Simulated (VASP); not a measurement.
Runs of VASP 6.6.1 on MgO. The structure is that of space group I4/mmm (No. 139), or close to it. The cells are those of the table. 

```csv
potentials or basis,cell,cutoff (eV),second run,gap on the mesh (eV),pressure (GPa)
"VASP PAW PBE potentials, release 64 (Mg_sv, O)","a = 3.020, b = 2.909, c = 2.909 Å, angles 62.5, 58.7, 58.7°, 2 atoms",660,valence_matched,5.92,7.8
"VASP PAW PBE potentials, release 64 (Mg_sv, O)","a = 3.020, b = 3.254, c = 3.254 Å, angles 55.3, 62.4, 62.4°, 2 atoms",660,valence_matched,3.86,-18.0
"VASP PAW PBE potentials, release 64 (Mg, O)","a = 3.020, b = 2.802, c = 2.802 Å, angles 65.2, 57.4, 57.4°, 2 atoms",520,-,6.50,37.9
"VASP PAW PBE potentials, release 64 (Mg, O)","a = 3.020, b = 2.855, c = 2.855 Å, angles 63.9, 58.1, 58.1°, 2 atoms",520,-,6.20,(b)
"VASP PAW PBE potentials, release 64 (Mg, O)","a = 3.020, b = 3.254, c = 3.254 Å, angles 55.3, 62.4, 62.4°, 2 atoms",520,-,3.81,(a)
"VASP PAW PBE potentials, release 64 (Mg, O)","a = 3.020, b = 3.224, c = 3.224 Å, angles 55.9, 62.1, 62.1°, 2 atoms",520,-,3.94,-18.0
"VASP PAW PBE potentials, release 64 (Mg_sv, O)","a = 3.020, b = 3.194, c = 3.194 Å, angles 56.4, 61.8, 61.8°, 2 atoms",660,valence_matched,4.15,-16.9
"VASP PAW PBE potentials, release 64 (Mg, O)","a = 3.020, b = 2.909, c = 2.909 Å, angles 62.5, 58.7, 58.7°, 2 atoms",520,-,5.87,(c)
```

Alike in all rows: task single point; level r2SCAN; no spin polarisation; k mesh 10 × 10 × 10; smearing gaussian 0.05 eV.

Fill in the values left out.

(a) -18.6; (b) 19.6; (c) 6.9.

Caveats: the PAW data sets were made with another functional, which shifts forces and pressure a little.

The runs don't all hold the same shells in valence.
